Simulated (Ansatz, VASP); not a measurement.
**One calculation of ZrPd2Se5, two programs**

```
Zr Pd Se
1.0
     2.59332   -6.25503    0.00000
     2.59332    6.25503    0.00000
     0.00000    0.00000   12.41333
Zr Pd Se
2 4 10
Cartesian
  2.5933 3.7229 3.1033
  2.5933 -3.7229 9.3100
  2.5933 -4.3713 5.5417
  2.5933 -4.3713 0.6650
  2.5933 4.3713 6.8716
  2.5933 4.3713 11.7484
  2.5933 5.7273 4.7115
  2.5933 2.2541 5.5125
  2.5933 5.7273 1.4952
  2.5933 2.2541 0.6942
  2.5933 -5.7273 7.7018
  2.5933 -2.2541 6.9009
  2.5933 -5.7273 10.9182
  2.5933 -2.2541 11.7191
  2.5933 3.2856 9.3100
  2.5933 -3.2856 3.1033
```

Alike in both runs: functional PBE; k mesh 3 × 3 × 1; occupations gaussian, width 0.15 eV; no spin polarisation.

Ansatz relaxed the structure, and its values are those at the end. VASP's run is a single point on that final structure, the one shown.

|  | VASP | Ansatz |
| --- | --- | --- |
| version | VASP 6.6.1 | Ansatz 0.2.0 |
| potentials or method | VASP PAW PBE potentials, release 64 (Zr_sv, Pd, Se), cutoff 520 eV | scalar-relativistic, plane waves, PAW |
| valence electrons in the cell | 124 | 256 |

VASP gave:

```
gap on the k mesh at the Fermi level (eV) : none
pressure (GPa)                            : -0.1
rms of the force components (eV/Å)        : 0.036
```

Task: Estimate Ansatz's values.

Result: gap on the k mesh at the Fermi level (eV): none; pressure (GPa): -0.1; rms of the force components (eV/Å): 0.032.

A gap of «none» marks a metal or a gap that the smearing closes. The functional is the same, so the differences come from potentials, cutoffs and numerics. VASP's potentials hold 124 valence electrons a cell and Ansatz's 256, so a difference there can come from the potentials and not from the codes.

The k mesh is coarse, so the values compare programs but aren't converged.
